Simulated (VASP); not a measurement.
Input of a VASP 6.6.1 run:

The input POSCAR:

```
B
1.0
    2.4495216045      1.4142319577      4.1710813794
   -2.4495216045      1.4142319577      4.1710813794
    0.0000000000     -2.8284639154      4.1710813794
B
12
Direct
    0.0098385657      0.6544402899      0.0098385657
    0.0098385657      0.0098385657      0.6544402899
    0.6544402899      0.0098385657      0.0098385657
    0.9901614343      0.3455597101      0.9901614343
    0.3455597101      0.9901614343      0.9901614343
    0.9901614343      0.9901614343      0.3455597101
    0.2204860271      0.6317957864      0.2204860271
    0.2204860271      0.2204860271      0.6317957864
    0.6317957864      0.2204860271      0.2204860271
    0.7795139729      0.3682042136      0.7795139729
    0.3682042136      0.7795139729      0.7795139729
    0.7795139729      0.7795139729      0.3682042136
```

INCAR.step1

```
SYSTEM = B
PREC     = Accurate       ! precision mode
ENCUT    = 520            ! plane-wave cutoff, eV
ISMEAR   = -1             ! smearing method
SIGMA    = 0.05           ! smearing width, eV
LREAL    = .False.        ! projectors in reciprocal space
LASPH    = .True.         ! aspherical terms in the spheres
NELM     = 60             ! most SCF steps
NBANDS   = 30             ! bands
GGA      = PE             ! functional
ALGO     = Normal         ! electronic algorithm
EDIFF    = 1E-4           ! SCF threshold, eV
LWAVE    = .True.         ! write WAVECAR
LCHARG   = .False.        ! write CHGCAR
```

INCAR.step2

```
SYSTEM = B
PREC     = Accurate       ! precision mode
ENCUT    = 520            ! plane-wave cutoff, eV
EDIFF    = 1E-6           ! SCF threshold, eV
ISMEAR   = -1             ! smearing method
SIGMA    = 0.05           ! smearing width, eV
LREAL    = .False.        ! projectors in reciprocal space
LASPH    = .True.         ! aspherical terms in the spheres
NELM     = 60             ! most SCF steps
ALGO     = Normal         ! electronic algorithm
ISIF     = 2              ! what is computed and relaxed
LWAVE    = .False.        ! write WAVECAR
LCHARG   = .False.        ! write CHGCAR
METAGGA  = R2SCAN         ! meta-GGA
LMIXTAU  = .True.       
NBANDS   = 30             ! bands
ISTART   = 1
```

Contents of KPOINTS:

```
regular mesh
0
Gamma
  4 4 4
  0 0 0
```

Potentials or basis: VASP PAW PBE potentials, release 64 (B).

Run with:

```bash
$ cat potpaw_PBE.64/B/POTCAR > POTCAR
$ cp INCAR.step1 INCAR
$ mpirun -np 1 vasp_std > vasp.out
$ cp INCAR.step2 INCAR
$ mpirun -np 1 vasp_std > vasp.out
```

(1) Predict the pressure.

(2) Predict the band gap on the k mesh.

(3) What does it give for the largest force?

## Answers

(1) 0.2 GPa.

(2) 1.64 eV (least direct gap 2.06 eV).

(3) 0.021 eV/Å.

Caveat: the PAW data sets were made with another functional, which shifts forces and pressure a little.
